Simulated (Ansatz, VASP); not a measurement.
Two plane-wave programs on CdS

INCAR

```
PREC     = Accurate       # precision mode
ENCUT    = 520            # plane-wave cutoff, eV
EDIFF    = 1E-6           # SCF threshold, eV
ISMEAR   = 0              # smearing method
SIGMA    = 0.01           # smearing width, eV
LREAL    = False          # projectors in reciprocal space
LASPH    = True           # aspherical terms in the spheres
NELM     = 80             # most SCF steps
ALGO     = Normal         # electronic algorithm
ISIF     = 2              # what is computed and relaxed
LWAVE    = False          # write WAVECAR
LCHARG   = True           # write CHGCAR
GGA      = PE             # functional
LELF     = True           # ELF
LVHAR    = True         
NBANDS   = 26             # bands
```

KPOINTS

```
Automatic mesh
0
Gamma
  6 6 4
```

The input POSCAR:

```
CdS
1.0
    4.1646212284      0.0000000000      0.0000000000
   -2.0823106142      3.6066677809      0.0000000000
    0.0000000000      0.0000000000      6.7659754677
Cd S
2 2
Direct
    0.3333333333      0.6666666667     -0.0009650866
    0.6666666667      0.3333333333      0.4990349134
    0.3333333333      0.6666666667      0.3759650866
    0.6666666667      0.3333333333      0.8759650866
```

Input for Ansatz:

```yaml
crystal:
  lattice:
    - [4.1646212284, 0.0, 0.0]
    - [-2.0823106142, 3.6066677809, 0.0]
    - [0.0, 0.0, 6.7659754677]
  atoms:
    - { symbol: Cd, position: [0.3333333333, 0.6666666667, -0.0009650866] }
    - { symbol: Cd, position: [0.6666666667, 0.3333333333, 0.4990349134] }
    - { symbol: S, position: [0.3333333333, 0.6666666667, 0.3759650866] }
    - { symbol: S, position: [0.6666666667, 0.3333333333, 0.8759650866] }
kpoints:
  mp_grid: { grid: [6, 6, 4] }
hamiltonian:
  xc: pbe
scf:
  occupations: { method: fixed }
output:
  optics:
    e_range: [0, 12]
    de: 0.05
    sigma: 0.1
    bands: { spectra_wanted_up_to: 12 }
```

Alike in both runs: task single point; functional PBE; k mesh 6 × 6 × 4; no spin polarisation.

|  | VASP | Ansatz |
| --- | --- | --- |
| version | VASP 6.6.1 | Ansatz 0.2.0 |
| potentials or method | VASP PAW PBE potentials, release 64 (Cd, S) | plane waves, PAW |
| plane-wave cutoff (eV) | 520 | 420 |
| occupations | gaussian, width 0.01 eV | fixed |
| valence electrons in the cell | 36 | 52 |

|  | VASP | Ansatz | Ansatz less VASP |
| --- | --- | --- | --- |
| gap on the k mesh at the Fermi level (eV) | 1.17 | 1.17 | -0.002 |

VASP's potentials hold 36 valence electrons a cell and Ansatz's 52, so a difference there can come from the potentials and not from the codes.
